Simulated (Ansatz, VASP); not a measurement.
One calculation of TaN, two programs

```xyz
2
Lattice="2.7323 0.0000 0.0000 0.0000 2.7323 0.0000 0.0000 0.0000 2.7323" Properties=species:S:1:pos:R:3 pbc="T T T"
Ta    0.0000    0.0000    0.0000
N     1.3662    1.3662    1.3662
```

Alike in both runs: task relaxation of cell and atoms; functional PBEsol-based screened hybrid with a share of 0.25 of exact exchange and HFSCREEN = 0.207; k mesh 5 × 5 × 5; occupations fermi-dirac, width 0.05 eV; no spin polarisation.

```csv
,VASP,Ansatz
version,VASP 6.6.1,Ansatz 0.2.0
potentials or method,"VASP PAW PBE potentials, release 64 (Ta_pv, N)",Ansatz PAW
plane-wave cutoff (eV),600,420
valence electrons in the cell,16,18
```

|  | VASP | Ansatz | Ansatz less VASP |
| --- | --- | --- | --- |
| gap on the k mesh at the Fermi level, each at its own relaxed structure (eV) | none | none | - |
| relaxed volume (Å³/atom) | 9.96 | 9.97 | +0.006 |
| relaxed length of the cell vector where the two differ most in proportion (Å) | 2.711 | 2.712 | +0.0005 |

VASP's potentials were made for PBE, not for PBEsol-based screened hybrid. A gap of «none» marks a metal or a gap that the smearing closes. VASP's potentials hold 16 valence electrons a cell and Ansatz's 18, so a difference there can come from the potentials and not from the codes.

The k mesh is coarse, so the values compare programs but aren't converged. Neither program's run includes spin-orbit coupling. Noted on Ansatz's run: the plane-wave basis is chosen anew once the cell has moved, so the energies of steps on either side of that aren't comparable.
